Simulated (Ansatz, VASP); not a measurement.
**Two plane-wave programs on Te**

The input POSCAR:

```
Te
1.0
    2.3750814730      1.3712539278      1.7416823150
   -2.3750814730      1.3712539278      1.7416823150
    0.0000000000     -2.7425078555      1.7416823150
Te
1
Direct
    0.5000000000      0.5000000000      0.5000000000
```

File INCAR.step1:

```
  ALGO = Normal
  EDIFF = 1E-4
  ENCUT = 520
  GGA = PE
  ISMEAR = 0
  LASPH = True
  LCHARG = False
  LREAL = False
  LWAVE = True
  NBANDS = 9
  NELM = 80
  PREC = Accurate
  SIGMA = 0.15
```

INCAR.step2

```
  ALGO = Normal
  EDIFF = 1E-6
  ENCUT = 520
  ISIF = 2
  ISMEAR = 0
  ISTART = 1
  LASPH = True
  LCHARG = True
  LELF = True
  LMIXTAU = True
  LREAL = False
  LVHAR = True
  LWAVE = False
  METAGGA = R2SCAN
  NBANDS = 9
  NELM = 80
  PREC = Accurate
  SIGMA = 0.15
```

Contents of KPOINTS:

```
k-points
0
Gamma
  15 15 15
```

Input for Ansatz:

```yaml
crystal:
  lattice:
    - [2.375081473, 1.3712539278, 1.741682315]
    - [-2.375081473, 1.3712539278, 1.741682315]
    - [0.0, -2.7425078555, 1.741682315]
  atoms:
    - { symbol: Te, position: [0.5, 0.5, 0.5] }
basis:
  ecutwfc: 500
kpoints:
  mp_grid: { grid: [15, 15, 15] }
hamiltonian:
  xc: r2scan
scf:
  occupations: { method: gaussian, width: 0.15 }
output:
  forces: true
  stress: true
  eigenvalues: true
```

Change from the starting cell: strain +0.030 along x and y, +0.030 along z, atoms carried along.

Alike in both runs: task single point; functional r2SCAN; k mesh 15 × 15 × 15; occupations gaussian, width 0.15 eV; no spin polarisation.

|  | VASP | Ansatz |
| --- | --- | --- |
| version | VASP 6.6.1 | Ansatz 0.2.0 |
| potentials or method | VASP PAW PBE potentials, release 64 (Te), cutoff 520 eV | scalar-relativistic, plane waves, PAW |
| valence electrons in the cell | 6 | 16 |

|  | VASP | Ansatz | Ansatz less VASP |
| --- | --- | --- | --- |
| gap on the k mesh at the Fermi level (eV) | none | none | - |
| pressure (GPa) | -2.8 | -2.8 | +0.05 |
| traceless stress, the component that is largest in VASP (GPa) | 0.66 | 0.66 | -0.003 |

VASP's potentials were made for PBE, not for r2SCAN. A gap of «none» marks a metal or a gap that the smearing closes. The functional is the same, so the differences come from potentials, cutoffs and numerics. VASP's potentials hold 6 valence electrons a cell and Ansatz's 16, so a difference there can come from the potentials and not from the codes.

Spin-orbit coupling is off throughout.
